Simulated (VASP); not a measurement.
Here is a VASP 6.6.1 calculation.

Contents of INCAR:

```
PREC     = Accurate       # precision mode
ENCUT    = 520            # plane-wave cutoff, eV
EDIFF    = 1E-6           # SCF threshold, eV
ISMEAR   = 0              # smearing method
SIGMA    = 0.1            # smearing width, eV
LREAL    = F              # projectors in reciprocal space
LASPH    = T              # aspherical terms in the spheres
NELM     = 100            # most SCF steps
ALGO     = Normal         # electronic algorithm
ISIF     = 2              # what is computed and relaxed
LWAVE    = F              # write WAVECAR
LCHARG   = F              # write CHGCAR
GGA      = PE             # functional
NBANDS   = 15             # bands
```

File KPOINTS:

```
Automatic mesh
0
Gamma
  6 6 6
```

POSCAR

```
B3N
1.0
    3.5514059409      0.0000000000      0.0000000000
   -1.7757029705      3.0756077640      0.0000000000
    0.0000000000      0.0000000000      3.4495177461
B N
3 1
Direct
    0.8279482732      0.1720523259      0.7259689352
    0.3441040527      0.1720517268      0.7259689352
    0.8279476741      0.6558959473      0.7259689352
    0.0000000000      0.0000000000      0.4184898289
```

Potentials or basis: VASP PAW PBE potentials, release 64 (B, N).

Launch:

```sh
$ cat potpaw_PBE.64/B/POTCAR potpaw_PBE.64/N/POTCAR > POTCAR
$ mpirun -np 1 vasp_std > vasp.out
```

Task: Predict the band gap on the k mesh.

Result: Zero (bands 7 and 8 overlap by 1.14 eV).

Task: Estimate the largest force.

Result: 0.073 eV/Å.

Task: Estimate the pressure.

Result: 0.2 GPa.

Stress tensor (GPa, compression positive):
```
0.16 0.00 0.00
0.00 0.16 0.00
0.00 0.00 0.25
```
